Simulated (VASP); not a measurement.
# Ga2O3 (R-3c) in VASP: single point with PBE

Aim: the single point of Ga2O3 with PBE.

Everything below comes from runs of VASP 6.6.1. Logs are shortened: lines on timing, memory, paths and dates and some standing lists are left out, and cuts for length are marked.

### 1 The cell of the first run

It takes space group R-3c (No. 167, trigonal). The conventional cell has a = 4.954 Å, b = 4.954 Å, c = 13.355 Å, α = 90.00°, β = 90.00°, γ = 120.00°. Ga (site symmetry 3) has 6 O at 1.91 to 2.06 Å within 2.5 Å. Within 2.5 Å of O (site symmetry 2) lie 4 Ga at 1.91 to 2.06 Å.

### 2 Single point, PBE

The input, INCAR:

```
  PREC = Accurate
  ENCUT = 520
  EDIFF = 1E-7
  ISMEAR = -1
  SIGMA = 0.1
  LREAL = F
  LASPH = T
  NELM = 60
  ALGO = Normal
  ISIF = 2
  LWAVE = F
  LCHARG = T
  GGA = PE
  LELF = T
  LVHAR = T
  NBANDS = 55
```

The input, KPOINTS:

```
Automatic mesh
0
Gamma
  6 6 6
```

The input, POSCAR:

```
Ga2O3
1.0
    2.4768716686      4.2900675739      0.0000016061
   -2.4768716686      4.2900675739      0.0000016061
   -2.4768716686      1.4300208580      4.4518285354
Ga O
4 6
Direct
    0.3558667306      0.2882665388      0.0676001918
    0.1441332694      0.7117334612      0.4323998082
    0.6441332694      0.7117334612      0.9323998082
    0.8558667306      0.2882665388      0.5676001918
    0.5531757768      0.1968242232      0.7500000000
    0.2500000000      0.8031757768      0.7500000000
    0.9468242232      0.5000000000      0.7500000000
    0.4468242232      0.8031757768      0.2500000000
    0.7500000000      0.1968242232      0.2500000000
    0.0531757768      0.5000000000      0.2500000000
```

Potentials or basis: VASP PAW PBE potentials, release 64 (Ga_d, O).

The run is started by

```console
> cat potpaw_PBE.64/Ga_d/POTCAR potpaw_PBE.64/O/POTCAR > POTCAR
> mpirun -np 1 vasp_std > vasp.out
```

OUTCAR:

```text
PREC = Accurate
   ENCUT = 520
   EDIFF = 1E-7
   ISMEAR = -1
   LREAL = F
   LASPH = T
   NELM = 60
   ISIF = 2
   GGA = PE

 ion  position               nearest neighbor table
   1  0.356  0.288  0.068-  10 1.91   8 1.91   9 1.91   5 2.06   6 2.06   7 2.06   2 2.83
   2  0.144  0.712  0.432-   9 1.91   8 1.91  10 1.91   5 2.06   7 2.06   6 2.06   1 2.83
   3  0.644  0.712  0.932-   7 1.91   5 1.91   6 1.91   8 2.06   9 2.06  10 2.06   4 2.83
   4  0.856  0.288  0.568-   6 1.91   5 1.91   7 1.91   8 2.06  10 2.06   9 2.06   3 2.83
   5  0.553  0.197  0.750-   4 1.91   3 1.91   2 2.06   1 2.06
   6  0.250  0.803  0.750-   4 1.91   3 1.91   1 2.06   2 2.06
   7  0.947  0.500  0.750-   3 1.91   4 1.91   2 2.06   1 2.06
   8  0.447  0.803  0.250-   2 1.91   1 1.91   3 2.06   4 2.06
   9  0.750  0.197  0.250-   2 1.91   1 1.91   3 2.06   4 2.06
  10  0.053  0.500  0.250-   1 1.91   2 1.91   4 2.06   3 2.06

  LATTYP: Found a trigonal (rhomboedric) cell.
 ALAT       =     5.2913731890
 COS(alpha) =     0.5617719000

  Lattice vectors:

 A1 = (  -2.4768716686,   1.4300208580,   4.4518285354)
 A2 = (  -0.0000000000,  -2.8600467159,   4.4518269293)
 A3 = (   2.4768716686,   1.4300208580,   4.4518285354)

Analysis of symmetry for initial positions (statically):
=====================================================================
 Subroutine PRICEL returns:
 Original cell was already a primitive cell.

 Routine SETGRP: Setting up the symmetry group for a
 trigonal (rhombohedral) supercell.

 Subroutine GETGRP returns: Found 12 space group operations
 (whereof  6 operations were pure point group operations)
 out of a pool of 12 trial point group operations.

The static configuration has the point symmetry S_6 .
 The point group associated with its full space group is D_3d.

Analysis of symmetry for dynamics (positions and initial velocities):
=====================================================================
 Subroutine PRICEL returns:
 Original cell was already a primitive cell.

 Routine SETGRP: Setting up the symmetry group for a
 trigonal (rhombohedral) supercell.

 Subroutine GETGRP returns: Found 12 space group operations
 (whereof  6 operations were pure point group operations)
 out of a pool of 12 trial point group operations.

The dynamic configuration has the point symmetry S_6 .
 The point group associated with its full space group is D_3d.

 Subroutine INISYM returns: Found 12 space group operations
 (whereof  6 operations are pure point group operations),
 and found     1 'primitive' translations

----------------------------------------------------------------------------------------

                                     Primitive cell

  volume of cell :      94.6098

  direct lattice vectors                    reciprocal lattice vectors
     2.476871669  4.290067574  0.000001606     0.201867544  0.116548253  0.074875653
    -2.476871669  4.290067574  0.000001606    -0.201867544  0.116548337 -0.149751175
    -2.476871669  1.430020858  4.451828535     0.000000000 -0.000000084  0.224626827

  length of vectors
     4.953743337  4.953743337  5.291373189     0.244827212  0.277054930  0.224626827

  position of ions in fractional coordinates (direct lattice)
     0.355866731  0.288266539  0.067600192
     0.144133269  0.711733461  0.432399808
     0.644133269  0.711733461  0.932399808
     0.855866731  0.288266539  0.567600192
     0.553175777  0.196824223  0.750000000
     0.250000000  0.803175777  0.750000000
     0.946824223  0.500000000  0.750000000
     0.446824223  0.803175777  0.250000000
     0.750000000  0.196824223  0.250000000
     0.053175777  0.500000000  0.250000000

  ion indices of the primitive-cell ions
   primitive index   ion index
                 1           1
                 2           2
                 3           3
                 4           4
                 5           5
                 6           6
                 7           7
                 8           8
                 9           9
                10          10

----------------------------------------------------------------------------------------

 KPOINTS: Automatic mesh

Automatic generation of k-mesh.
 Grid dimensions read from file:
 generate k-points for:    6    6    6

 Generating k-lattice:

  Cartesian coordinates                     Fractional coordinates (reciprocal lattice)
     0.033644591  0.019424709  0.012479275     0.166666667 -0.000000000  0.000000000
    -0.033644591  0.019424723 -0.024958529     0.000000000  0.166666667 -0.000000000
     0.000000000 -0.000000014  0.037437805     0.000000000  0.000000000  0.166666667

  Length of vectors
     0.040804535  0.046175822  0.037437805

  Shift w.r.t. Gamma in fractional coordinates (k-lattice)
     0.000000000  0.000000000  0.000000000

 Subroutine IBZKPT returns following result:
 ===========================================

 Found     32 irreducible k-points:

 Following reciprocal coordinates:
            Coordinates               Weight
  0.000000  0.000000  0.000000      1.000000
  0.166667 -0.000000  0.000000      6.000000
  0.333333  0.000000  0.000000      6.000000
  0.500000 -0.000000  0.000000      3.000000
 -0.000000  0.166667  0.000000      6.000000
  0.333333  0.166667  0.000000      6.000000
[... 16 lines left out ...]
 -0.166667  0.500000  0.166667     12.000000
 -0.000000 -0.333333  0.166667      6.000000
 [... further k-points ...]
   k-points           NKPTS =     32   k-points in BZ     NKDIM =     32   number of bands    NBANDS=     55
   number of dos      NEDOS =    301   number of ions     NIONS =     10
   total plane-waves  NPLWV =  64000
   dimension x,y,z NGX =    40 NGY =   40 NGZ =   40
   dimension x,y,z NGXF=    80 NGYF=   80 NGZF=   80
   ions per type =               4   6
   NGX,Y,Z   is equivalent  to a cutoff of  13.42, 13.42, 12.57 a.u.
   NGXF,Y,Z  is equivalent  to a cutoff of  26.85, 26.85, 25.13 a.u.
 SYSTEM =  unknown system
   PREC   = accura    normal or accurate (medium, high low for compatibility)
   ISTART =      0    job   : 0-new  1-cont  2-samecut
   ICHARG =      2    charge: 1-file 2-atom 10-const
   ISPIN  =      1    spin polarized calculation?
   LNONCOLLINEAR =      F non collinear calculations
   LSORBIT =      F    spin-orbit coupling
   LASPH  =      T    aspherical Exc in radial PAW
   ENCUT  =  520.0 eV  38.22 Ry    6.18 a.u.   9.21  9.21  9.84*2*pi/ulx,y,z
   NELM   =     60;   NELMIN=  2; NELMDL= -5     # of ELM steps
   EDIFF  = 0.1E-06   stopping-criterion for ELM
   LREAL  =      F    real-space projection
   EDIFFG = 0.1E-05   stopping-criterion for IOM
   NSW    =      0    number of steps for IOM
   IBRION =     -1    ionic relax: 0-MD 1-quasi-New 2-CG
   NFREE  =      0    steps in history (QN), initial steepest desc. (CG)
   ISIF   =      2    stress and relaxation
   ISYM   =      2    0-nonsym 1-usesym 2-fastsym
   POTIM  = 0.5000    time-step for ionic-motion
   TEBEG  =    0.0;   TEEND  =   0.0 temperature during run
   PSTRESS=    0.0 pullay stress
   NELECT =      88.0000    total number of electrons
   NUPDOWN=      -1.0000    fix difference up-down
   EMIN   =  10.00;   EMAX   =-10.00  energy-range for DOS
   EFERMI =   0.00;   METHOD = LEGACY
   ISMEAR =    -1;   SIGMA  =   0.10  broadening in eV -4-tet -1-fermi 0-gaus
   EFERMI_NEDOS =   21; number of points for ismear=-14 and -15
   IALGO  =     38    algorithm
   IMIX   =      4    mixing-type and parameters
     AMIX     =   0.40;   BMIX     =  1.00
     AMIX_MAG =   1.60;   BMIX_MAG =  1.00
  volume/ion in A,a.u.               =       9.46        63.85
  Fermi-wavevector in a.u.,A,eV,Ry     =   1.598050  3.019877 34.746069  2.553764
  Thomas-Fermi vector in A             =   2.695561
   LORBIT       =      0    0 simple, 1 ext, 2 COOP (PROOUT), +10 PAW based schemes
   GGA     = PE    functional components
   LHFCALC =     F    Hartree Fock is set to
   AEXX    =    0.0000 exact exchange contribution
   IVDW    =     0    specifies the selected vdW correction
   LEPSILON=     F    determine dielectric tensor
   LRPA    =     F    only Hartree local field effects (RPA)
 non-spin polarized calculation
  energy-cutoff  :      520.00
  volume of cell :       94.61
 maximum number of plane-waves:      2567
 NGX is ok and might be reduce to    40
   NGX = 19   NGY = 19   NGZ = 19

 number of electron      87.9999975 magnetization

 Free energy of the ion-electron system (eV)
  ---------------------------------------------------
  ext. energy  EPLUGINS =         0.00000000
  ---------------------------------------------------
  free energy    TOTEN  =       -59.09722142 eV

  energy without entropy =      -59.09722137  energy(sigma->0) =      -59.09722139

 E-fermi :   6.4818     XC(G=0): -12.3092

 val. band max:        4.7631528179   @ k =   0.3333   0.1667   0.0000
 cond. band min:       7.8091452802   @ k =   0.0000   0.0000   0.0000
 fundamental gap:      3.0459924622
 Fermi energy:         6.4817740397

 k-point     1 :       0.0000    0.0000    0.0000
  band No.  band energies     occupation
      1     -14.4090      2.00000
      2     -12.3187      2.00000
      3     -12.3187      2.00000
      4     -12.3019      2.00000
      5     -12.2693      2.00000
      6     -12.2693      2.00000
[... 47 lines left out ...]
     54      16.0894      0.00000
     55      17.3378      0.00000

 k-point     2 :       0.1667   -0.0000    0.0000
  band No.  band energies     occupation
      1     -14.2789      2.00000
      2     -12.4614      2.00000
      3     -12.3327      2.00000
      4     -12.3278      2.00000
      5     -12.2794      2.00000
      6     -12.2642      2.00000
[... 47 lines left out ...]
     54      16.7114      0.00000
     55      17.1447      0.00000
[... 1216 lines left out ...]
     54      16.9913      0.00000
     55      17.3134      0.00000

 k-point    24 :      -0.0000   -0.3333    0.1667
  band No.  band energies     occupation
      1     -13.5357      2.00000
      2     -12.9374      2.00000
      3     -12.6213      2.00000
      4     -12.4271      2.00000
      5     -12.3657      2.00000
      6     -12.2779      2.00000
[... 47 lines left out ...]
     54      17.1528      0.00000
     55      17.2821      0.00000

 [... further k-points ...]

------------------------ aborting loop because EDIFF is reached ----------------------------------------

  FORCE on cell =-STRESS in cart. coord.  units (eV):
  Direction    XX          YY          ZZ          XY          YZ          ZX
  --------------------------------------------------------------------------------------
  -------------------------------------------------------------------------------------
  Total        9.4100353      9.4100353      8.1199766     -0.0000000      0.0000005     -0.0000000
  in kB      159.3550477    159.3550477    137.5084387     -0.0000000      0.0000082     -0.0000000
  external PRESSURE =     152.0728447 kB  Pullay stress =       0.0000000 kB

 VOLUME and BASIS-vectors are now :
 -----------------------------------------------------------------------------
  energy-cutoff  :      520.00
  volume of cell :       94.61
      direct lattice vectors                 reciprocal lattice vectors
     2.476871669  4.290067574  0.000001606     0.201867544  0.116548253  0.074875653
    -2.476871669  4.290067574  0.000001606    -0.201867544  0.116548337 -0.149751175
    -2.476871669  1.430020858  4.451828535     0.000000000 -0.000000084  0.224626827

 POSITION                                       TOTAL-FORCE (eV/Angst)
 -----------------------------------------------------------------------------------
      0.00000      2.86004      0.30095         0.000000     -0.000000      0.011964
     -2.47687      4.29007      1.92497        -0.000000      0.000000     -0.011964
     -2.47687      7.15011      4.15089        -0.000000      0.000000     -0.011964
      0.00000      5.72009      2.52686         0.000000     -0.000000      0.011964
     -0.97502      4.29007      3.33887         0.001174     -0.000000     -0.000000
     -3.22780      5.59071      3.33887        -0.000587      0.001016      0.000000
     -0.75093      7.27949      3.33887        -0.000587     -0.001016     -0.000000
     -1.50185      5.72009      1.11296        -0.001174     -0.000000     -0.000000
      0.75093      4.41945      1.11296         0.000587     -0.001016     -0.000000
     -1.72594      2.73067      1.11296         0.000587      0.001016      0.000000
 -----------------------------------------------------------------------------------
    total drift:                               -0.000000     -0.000000     -0.000000

  FREE ENERGIE OF THE ION-ELECTRON SYSTEM (eV)
  ---------------------------------------------------
  free  energy   TOTEN  =       -59.0972214200 eV

  energy  without entropy=      -59.0972213653  energy(sigma->0) =      -59.09722139
```

Run time: 7.5 min. Hardware: 1 thread of AMD EPYC 7R43 (Zen 3), shared host; peak memory 0.26 GiB.

What came out:

| Item | Value |
| --- | --- |
| Free energy | -59.0972 eV |
| Pressure | 15.2 GPa |
| Largest force | 0.012 eV/Å |
| Band gap on the k mesh | 3.05 eV (least direct gap 3.31 eV) |

Forces on the atoms (eV/Å):
```
Ga   0.000  0.000  0.012
Ga   0.000  0.000 -0.012
Ga   0.000  0.000 -0.012
Ga   0.000  0.000  0.012
O    0.001  0.000  0.000
O   -0.001  0.001  0.000
O   -0.001 -0.001  0.000
O   -0.001  0.000  0.000
O    0.001 -0.001  0.000
O    0.001  0.001  0.000
```

Stress tensor (GPa, compression positive):
```
15.94  0.00  0.00
 0.00 15.94  0.00
 0.00  0.00 13.75
```

Caveat: the cell stands under pressure.
